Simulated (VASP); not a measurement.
Here is a VASP 6.6.1 calculation.

The input INCAR:

```
SYSTEM = Cu3Te
PREC = Accurate ; ENCUT = 520
EDIFF = 1E-6 ; ISMEAR = -1
SIGMA = 0.05 ; LREAL = .False.
LASPH = .True. ; NELM = 80
ALGO = Normal ; ISIF = 2
LWAVE = .False. ; LCHARG = .True.
GGA = PE ; LELF = .True.
LVHAR = .True. ; NBANDS = 28
```

The input KPOINTS:

```
regular mesh
0
Gamma
  7 7 7
  0 0 0
```

Contents of POSCAR:

```
Cu3Te
1.0
    3.9201735375      0.0000000000      0.0000000000
    0.0000000000      3.9201735375      0.0000000000
    0.0000000000      0.0000000000      3.9201735375
Te Cu
1 3
Direct
    0.0000000000      0.0000000000      0.0000000000
    0.5000000000      0.5000000000      0.0000000000
    0.5000000000      0.0000000000      0.5000000000
    0.0000000000      0.5000000000      0.5000000000
```

Potentials or basis: VASP PAW PBE potentials, release 64 (Te, Cu).

Launch:

```console
$ cat potpaw_PBE.64/Te/POTCAR potpaw_PBE.64/Cu/POTCAR > POTCAR
$ mpirun -np 1 vasp_std > vasp.out
```

(1) What does it give for the pressure?

Results:

(1) 3.4 GPa.
